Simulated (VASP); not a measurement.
# SbAs (Stibarsen) in VASP: single point with LDA

Aim: the single point of SbAs (Stibarsen) with LDA.

All numbers are computed with VASP 6.6.1; they aren't measurements. Logs are shortened: lines on timing, memory, paths and dates and some standing lists are left out, and cuts for length are marked.

### 1 The cell of the first run

The cell holds a slab with vacuum, 4 atoms: a = 4.026 Å, b = 4.026 Å, c = 19.419 Å, α = 90.00°, β = 90.00°, γ = 60.00°.

### 2 Single point, LDA

INCAR reads:

```
SYSTEM = SbAs
PREC     = Accurate       ! precision mode
ENCUT    = 520            ! plane-wave cutoff, eV
EDIFF    = 1E-6           ! SCF threshold, eV
ISMEAR   = 0              ! smearing method
SIGMA    = 0.1            ! smearing width, eV
LREAL    = .False.        ! projectors in reciprocal space
LASPH    = .True.         ! aspherical terms in the spheres
NELM     = 60             ! most SCF steps
ALGO     = Normal         ! electronic algorithm
ISIF     = 2              ! what is computed and relaxed
LWAVE    = .False.        ! write WAVECAR
LCHARG   = .False.        ! write CHGCAR
LDIPOL   = .True.       
IDIPOL   = 3            
DIPOL    = 0.5 0.5 0.500
NBANDS   = 18             ! bands
```

KPOINTS reads:

```
Automatic mesh
0
Gamma
  4 4 1
  0 0 0
```

POSCAR reads:

```
SbAs
1.0
    4.0255002038      0.0000000000      0.0000000000
    2.0127501019      3.4861854394      0.0000000000
    0.0000000000      0.0000000000     19.4185002850
Sb As
2 2
Direct
    0.3333333333      0.3333333333      0.4534936598
    1.0000000000      1.0000000000      0.6395190207
    0.0000000000      0.0000000000      0.3604809793
    0.6666666667      0.6666666667      0.5465063402
```

Potentials or basis: VASP PAW LDA potentials, release 64 (Sb, As).

Launch:

```bash
cat potpaw_LDA.64/Sb/POTCAR potpaw_LDA.64/As/POTCAR > POTCAR
mpirun -np 1 vasp_std > vasp.out
```

OUTCAR:

```text
SYSTEM = SbAs
   PREC = Accurate
   ENCUT = 520
   EDIFF = 1E-6
   ISMEAR = 0
   LREAL = .False.
   LASPH = .True.
   NELM = 60
   ISIF = 2

 ion  position               nearest neighbor table
   1  0.333  0.333  0.453-   4 2.94   4 2.94   4 2.94   3 2.94   3 2.94   3 2.94
   2  0.000  0.000  0.640-   4 2.94   4 2.94   4 2.94
   3  0.000  0.000  0.360-   1 2.94   1 2.94   1 2.94
   4  0.667  0.667  0.547-   1 2.94   1 2.94   1 2.94   2 2.94   2 2.94   2 2.94

  LATTYP: Found a hexagonal cell.
 ALAT       =     4.0255002038
 C/A-ratio  =     4.8238726374

  Lattice vectors:

 A1 = (  -2.0127501019,  -3.4861854394,   0.0000000000)
 A2 = (   4.0255002038,   0.0000000000,   0.0000000000)
 A3 = (   0.0000000000,   0.0000000000,  19.4185002850)

Analysis of symmetry for initial positions (statically):
=====================================================================
 Subroutine PRICEL returns:
 Original cell was already a primitive cell.

 Routine SETGRP: Setting up the symmetry group for a
 hexagonal supercell.

 Subroutine GETGRP returns: Found  6 space group operations
 (whereof  6 operations were pure point group operations)
 out of a pool of 24 trial point group operations.

The static configuration has the point symmetry C_3v.

Analysis of symmetry for dynamics (positions and initial velocities):
=====================================================================
 Subroutine PRICEL returns:
 Original cell was already a primitive cell.

 Routine SETGRP: Setting up the symmetry group for a
 hexagonal supercell.

 Subroutine GETGRP returns: Found  6 space group operations
 (whereof  6 operations were pure point group operations)
 out of a pool of 24 trial point group operations.

The dynamic configuration has the point symmetry C_3v.

 Subroutine INISYM returns: Found  6 space group operations
 (whereof  6 operations are pure point group operations),
 and found     1 'primitive' translations

----------------------------------------------------------------------------------------

                                     Primitive cell

  volume of cell :     272.5122

  direct lattice vectors                    reciprocal lattice vectors
     4.025500204  0.000000000  0.000000000     0.248416333 -0.143423237  0.000000000
     2.012750102  3.486185439  0.000000000     0.000000000  0.286846474  0.000000000
     0.000000000  0.000000000 19.418500285     0.000000000  0.000000000  0.051497283

  length of vectors
     4.025500204  4.025500204 19.418500285     0.286846474  0.286846474  0.051497283

  position of ions in fractional coordinates (direct lattice)
     0.333333333  0.333333333  0.453493660
     0.000000000  0.000000000  0.639519021
     0.000000000  0.000000000  0.360480979
     0.666666667  0.666666667  0.546506340

  ion indices of the primitive-cell ions
   primitive index   ion index
                 1           1
                 2           2
                 3           3
                 4           4

----------------------------------------------------------------------------------------

 KPOINTS: Automatic mesh

Automatic generation of k-mesh.
 Grid dimensions read from file:
 generate k-points for:    4    4    1

 Generating k-lattice:

  Cartesian coordinates                     Fractional coordinates (reciprocal lattice)
     0.062104083 -0.035855809  0.000000000     0.250000000  0.000000000  0.000000000
     0.000000000  0.071711618  0.000000000     0.000000000  0.250000000  0.000000000
     0.000000000  0.000000000  0.051497283     0.000000000  0.000000000  1.000000000

  Length of vectors
     0.071711618  0.071711618  0.051497283

  Shift w.r.t. Gamma in fractional coordinates (k-lattice)
     0.000000000  0.000000000  0.000000000

 Subroutine IBZKPT returns following result:
 ===========================================

 Found      4 irreducible k-points:

 Following reciprocal coordinates:
            Coordinates               Weight
  0.000000  0.000000  0.000000      1.000000
  0.250000  0.000000  0.000000      6.000000
  0.500000  0.000000  0.000000      3.000000
  0.500000  0.250000  0.000000      6.000000
   k-points           NKPTS =      4   k-points in BZ     NKDIM =      4   number of bands    NBANDS=     18
   number of dos      NEDOS =    301   number of ions     NIONS =      4
   total plane-waves  NPLWV = 129600
   dimension x,y,z NGX =    30 NGY =   30 NGZ =  144
   dimension x,y,z NGXF=    60 NGYF=   60 NGZF=  288
   ions per type =               2   2
   NGX,Y,Z   is equivalent  to a cutoff of  12.39, 12.39, 12.33 a.u.
   NGXF,Y,Z  is equivalent  to a cutoff of  24.78, 24.78, 24.66 a.u.
 SYSTEM =  SbAs
   PREC   = accura    normal or accurate (medium, high low for compatibility)
   ISTART =      0    job   : 0-new  1-cont  2-samecut
   ICHARG =      2    charge: 1-file 2-atom 10-const
   ISPIN  =      1    spin polarized calculation?
   LNONCOLLINEAR =      F non collinear calculations
   LSORBIT =      F    spin-orbit coupling
   LASPH  =      T    aspherical Exc in radial PAW
   ENCUT  =  520.0 eV  38.22 Ry    6.18 a.u.   7.48  7.48 36.11*2*pi/ulx,y,z
   NELM   =     60;   NELMIN=  2; NELMDL= -5     # of ELM steps
   EDIFF  = 0.1E-05   stopping-criterion for ELM
   LREAL  =      F    real-space projection
   EDIFFG = 0.1E-04   stopping-criterion for IOM
   NSW    =      0    number of steps for IOM
   IBRION =     -1    ionic relax: 0-MD 1-quasi-New 2-CG
   NFREE  =      0    steps in history (QN), initial steepest desc. (CG)
   ISIF   =      2    stress and relaxation
   ISYM   =      2    0-nonsym 1-usesym 2-fastsym
   POTIM  = 0.5000    time-step for ionic-motion
   TEBEG  =    0.0;   TEEND  =   0.0 temperature during run
   PSTRESS=    0.0 pullay stress
   NELECT =      20.0000    total number of electrons
   NUPDOWN=      -1.0000    fix difference up-down
   EMIN   =  10.00;   EMAX   =-10.00  energy-range for DOS
   EFERMI =   0.00;   METHOD = LEGACY
   ISMEAR =     0;   SIGMA  =   0.10  broadening in eV -4-tet -1-fermi 0-gaus
   EFERMI_NEDOS =   21; number of points for ismear=-14 and -15
   IALGO  =     38    algorithm
   IMIX   =      4    mixing-type and parameters
     AMIX     =   0.40;   BMIX     =  1.00
     AMIX_MAG =   1.60;   BMIX_MAG =  1.00
  volume/ion in A,a.u.               =      68.13       459.75
  Fermi-wavevector in a.u.,A,eV,Ry     =   0.685419  1.295254  6.392007  0.469799
  Thomas-Fermi vector in A             =   1.765355
   LORBIT       =      0    0 simple, 1 ext, 2 COOP (PROOUT), +10 PAW based schemes
   GGA     = CA    functional components
   LHFCALC =     F    Hartree Fock is set to
   AEXX    =    0.0000 exact exchange contribution
   IVDW    =     0    specifies the selected vdW correction
   LEPSILON=     F    determine dielectric tensor
   LRPA    =     F    only Hartree local field effects (RPA)
 non-spin polarized calculation
 Gauss-broadening in eV      SIGMA  =   0.10
  energy-cutoff  :      520.00
  volume of cell :      272.51
 maximum number of plane-waves:      7363
 NGX is ok and might be reduce to    30
   NGX = 15   NGY = 15   NGZ = 73

 dipolmoment           0.000000      0.000000      0.000011 electrons x Angstroem

 number of electron      19.9999997 magnetization

 dipolmoment           0.000000      0.000000     -0.037529 electrons x Angstroem

 Free energy of the ion-electron system (eV)
  ---------------------------------------------------
  ext. energy  EPLUGINS =         0.00000000
  ---------------------------------------------------
  free energy    TOTEN  =       -18.83999473 eV

  energy without entropy =      -18.83829244  energy(sigma->0) =      -18.83914358

 E-fermi :  -0.4335     XC(G=0):  -4.6568

 val. band max:       -0.5799252951   @ k =   0.0000   0.0000   0.0000
 cond. band min:      -0.2756611854   @ k =   0.5000   0.0000   0.0000
 fundamental gap:      0.3042641097
 Fermi energy:        -0.4335089168

 k-point     1 :       0.0000    0.0000    0.0000
  band No.  band energies     occupation
      1     -13.3944      2.00000
      2     -11.8547      2.00000
      3      -9.5944      2.00000
      4      -7.1695      2.00000
      5      -2.4361      2.00000
      6      -1.5790      2.00000
      7      -1.5790      2.00000
      8      -1.0646      2.00000
      9      -0.5799      1.96161
     10      -0.5799      1.96161
     11       0.4157      0.00000
     12       0.8307      0.00000
     13       0.8307      0.00000
     14       1.9524      0.00000
     15       2.3319      0.00000
     16       2.3319      0.00000
     17       3.3869      0.00000
     18       3.9502      0.00000

 k-point     2 :       0.2500    0.0000    0.0000
  band No.  band energies     occupation
      1     -12.7690      2.00000
      2     -11.3505      2.00000
      3      -9.3211      2.00000
      4      -7.8341      2.00000
      5      -4.1326      2.00000
      6      -3.0664      2.00000
      7      -2.6225      2.00000
      8      -2.1523      2.00000
      9      -1.6463      2.00000
     10      -1.0694      2.00000
     11       0.2934      0.00000
     12       0.8982      0.00000
     13       0.9733      0.00000
     14       2.6974      0.00000
     15       2.9424      0.00000
     16       3.2627      0.00000
     17       3.8176      0.00000
     18       4.3699      0.00000

 k-point     3 :       0.5000    0.0000    0.0000
  band No.  band energies     occupation
      1     -11.5604      2.00000
      2     -10.7742      2.00000
      3      -9.6424      2.00000
      4      -8.6827      2.00000
      5      -5.4581      2.00000
      6      -3.8072      2.00000
      7      -3.2369      2.00000
      8      -2.9365      2.00000
      9      -1.8651      2.00000
     10      -1.5472      2.00000
     11      -0.2757      0.02559
     12       0.4455      0.00000
     13       0.7551      0.00000
     14       2.6820      0.00000
     15       3.0462      0.00000
     16       3.3173      0.00000
     17       3.5405      0.00000
     18       5.3423      0.00000

 k-point     4 :       0.5000    0.2500    0.0000
  band No.  band energies     occupation
      1     -11.7009      2.00000
      2     -10.6579      2.00000
      3      -9.2146      2.00000
      4      -9.0404      2.00000
      5      -4.7981      2.00000
      6      -4.5674      2.00000
      7      -3.7393      2.00000
      8      -2.6285      2.00000
      9      -2.3883      2.00000
     10      -1.6829      2.00000
     11       0.0575      0.00000
     12       0.5213      0.00000
     13       0.9613      0.00000
     14       3.1051      0.00000
     15       3.3517      0.00000
     16       3.6522      0.00000
     17       4.9642      0.00000
     18       5.4306      0.00000

------------------------ aborting loop because EDIFF is reached ----------------------------------------

 vacuum level on the upper side and lower side of the slab       (xc-potential included)        -0.371         0.115

  FORCE on cell =-STRESS in cart. coord.  units (eV):
  Direction    XX          YY          ZZ          XY          YZ          ZX
  --------------------------------------------------------------------------------------
  -------------------------------------------------------------------------------------
  Total       -4.6523522     -4.6523522     -9.1199744      0.0000000     -0.0000000      0.0000000
  in kB      -27.3525076    -27.3525076    -53.6189345      0.0000000     -0.0000000      0.0000000
  external PRESSURE =     -36.1079833 kB  Pullay stress =       0.0000000 kB

 VOLUME and BASIS-vectors are now :
 -----------------------------------------------------------------------------
  energy-cutoff  :      520.00
  volume of cell :      272.51
      direct lattice vectors                 reciprocal lattice vectors
     4.025500204  0.000000000  0.000000000     0.248416333 -0.143423237  0.000000000
     2.012750102  3.486185439  0.000000000     0.000000000  0.286846474  0.000000000
     0.000000000  0.000000000 19.418500285     0.000000000  0.000000000  0.051497283

 POSITION                                       TOTAL-FORCE (eV/Angst)
 -----------------------------------------------------------------------------------
      2.01275      1.16206      8.80617        -0.000000     -0.000000     -2.429958
      0.00000      0.00000     12.41850         0.000000      0.000000     -2.172685
      0.00000      0.00000      7.00000        -0.000000      0.000000      2.652687
      4.02550      2.32412     10.61233         0.000000      0.000000      1.949956
 -----------------------------------------------------------------------------------
    total drift:                                0.000000      0.000000     -0.000133

  FREE ENERGIE OF THE ION-ELECTRON SYSTEM (eV)
  ---------------------------------------------------
  free  energy   TOTEN  =       -18.8399947274 eV

  energy  without entropy=      -18.8382924372  energy(sigma->0) =      -18.83914358

 vacuum level on the upper side and lower side of the slab         3.675         4.181
```

Wall time 32 s (1 thread of Intel Xeon Platinum 8259CL at 2.50GHz (Skylake/Cascade Lake), shared host); peak memory 0.27 GiB.

What came out:

```
Free energy            : -18.8400 eV
Largest force          : 2.653 eV/Å
Band gap on the k mesh : 0.30 eV, indirect (least direct gap 1.00 eV)
```

Forces on the atoms (eV/Å):
```
Sb   0.000  0.000 -2.430
Sb   0.000  0.000 -2.173
As   0.000  0.000  2.653
As   0.000  0.000  1.950
```

Levels at points of the mesh, in eV from the valence-band top:
```csv
k point,band 8,band 9,band 10,band 11,band 12,band 13
"(0.00, 0.00, 0.00)",-0.48,0.00,0.00,1.00,1.41,1.41
"(0.50, 0.00, 0.00)",-2.36,-1.29,-0.97,0.30,1.03,1.33
```

Caveat: the k points lie up to 0.45 Å⁻¹ apart; spin-orbit coupling is left out, which moves the levels of the heavy elements.
